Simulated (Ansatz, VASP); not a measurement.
One calculation of Cd3In3O2, two programs

```
Cd In O
1.0
     3.33013    0.00000    0.00000
    -1.66507    2.88398    0.00000
     0.00000    0.00000   17.07100
Cd In O
3 3 2
Direct
  0.33333 0.66667 0.19495
  0.66667 0.33333 0.80505
  0.00000 0.00000 0.50000
  0.00000 0.00000 0.00000
  0.33333 0.66667 0.65568
  0.66667 0.33333 0.34432
  0.33333 0.66667 0.06447
  0.66667 0.33333 0.93553
```

Alike in both runs: functional PBE; k mesh 6 × 6 × 1; occupations gaussian, width 0.2 eV; no spin polarisation.

Ansatz relaxed the structure, and its values are those at the end. VASP's run is a single point on that final structure, the one shown.

|  | VASP | Ansatz |
| --- | --- | --- |
| version | VASP 6.6.1 | Ansatz 0.2.0 |
| potentials or method | VASP PAW PBE potentials, release 64 (Cd, In_d, O), cutoff 520 eV | scalar-relativistic, plane waves, PAW |
| valence electrons in the cell | 87 | 111 |

Ansatz gave:

* gap on the k mesh at the Fermi level (eV): none
* pressure (GPa): 0.1
* rms of the force components (eV/Å): 0.003

Question: Estimate VASP's values.

Answer: gap on the k mesh at the Fermi level (eV): none; pressure (GPa): 0.3; rms of the force components (eV/Å): 0.020.

A gap of «none» marks a metal or a gap that the smearing closes. VASP's potentials hold 87 valence electrons a cell and Ansatz's 111, so a difference there can come from the potentials and not from the codes.

The k mesh is coarse, so the values compare programs but aren't converged.
